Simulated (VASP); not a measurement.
# TaN: single point with PBE

Crystal: TaN.

```xyz
2
Lattice="0.0000 2.2086 2.2086 2.2086 0.0000 2.2086 2.2086 2.2086 0.0000" Properties=species:S:1:pos:R:3 pbc="T T T"
Ta    2.2086    2.2086    2.2086
N     0.0000    0.0000    0.0000
```

| Property | Result |
| --- | --- |
| Program | VASP 6.6.1 |
| Task | single point |
| Functional | PBE |
| Potentials or basis | VASP PAW PBE potentials, release 64 (Ta_pv, N) |
| Cutoff | 520 eV |
| k mesh | 24 × 24 × 24 |
| Occupations | gaussian, width 0.15 eV |
| Spin | no spin polarisation |

```yaml
Pressure: 0.8 GPa
Band_gap_on_the_k_mesh: zero (bands 8 and 9 overlap by 3.93 eV)
```

Levels at points of the mesh, in eV from the Fermi level:
| k point | band 6 | band 7 | band 8 | band 9 | band 10 | band 11 |
| --- | --- | --- | --- | --- | --- | --- |
| (0.00, 0.00, 0.00) | -3.79 | -3.79 | -2.07 | -2.07 | -2.07 | 0.06 |
| (0.50, 0.00, 0.00) | -7.48 | -7.48 | 1.86 | 1.86 | 1.95 | 3.78 |
| (0.50, 0.50, 0.00) | -5.38 | -4.61 | -4.61 | 2.07 | 3.47 | 3.47 |

Wall time 38 s on 1 thread of Intel(R) Xeon(R) 6975P-C (Granite Rapids) (shared host), peak memory 0.25 GiB.

Caveat: spin-orbit coupling is left out, which moves the levels of the heavy elements.
